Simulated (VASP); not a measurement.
Cd3Se2S, 6 atoms in the cell. Symmetry: P3m1, No. 156, trigonal system. The conventional cell has a = 4.326 Å, b = 4.326 Å, c = 10.593 Å, α = 90.00°, β = 90.00°, γ = 120.00°. Within 3.5 Å of Cd (site symmetry 3m) lie 4 Se at 2.67 to 2.68 Å. Within 3.4 Å of Cd (site symmetry 3m) lie 3 S at 2.61 Å and 1 Se at 2.69 Å. Within 3.4 Å of Cd (site symmetry 3m) lie 1 S at 2.57 Å and 3 Se at 2.67 Å. Se (site symmetry 3m) has 4 Cd at 2.67 to 2.69 Å within 3.5 Å. Within 3.5 Å of Se (site symmetry 3m) lie 4 Cd at 2.67 to 2.68 Å. Within 3.4 Å of S (site symmetry 3m) lie 4 Cd at 2.57 to 2.61 Å. 

| Property | Result |
| --- | --- |
| Program | VASP 6.6.1 |
| Task | single point |
| Functional | PBE |
| Potentials or basis | VASP PAW PBE potentials, release 64 (Cd, Se, S) |
| Cutoff | 520 eV |
| k mesh | 6 × 6 × 2 |
| Occupations | gaussian, width 0.1 eV |
| Spin | no spin polarisation |
| Dipole correction | no |
| Further INCAR settings | ALGO = Normal; EDIFF = 1e-06; NBANDS = 36 |

Potentials or basis: VASP PAW PBE potentials, release 64 (Cd, Se, S).

Launch:

```console
$ cat potpaw_PBE.64/Cd/POTCAR potpaw_PBE.64/Se/POTCAR potpaw_PBE.64/S/POTCAR > POTCAR
$ mpirun -np 1 vasp_std > vasp.out
```

Hardware: 1 thread of Intel Xeon 8259CL (shared host).

Question: Estimate the wall time of this run.

Answer: Run time: 2.6 min on 1 thread of Intel Xeon 8259CL (shared host), peak memory 0.31 GiB. Counts: scf iterations 14, k points 14.
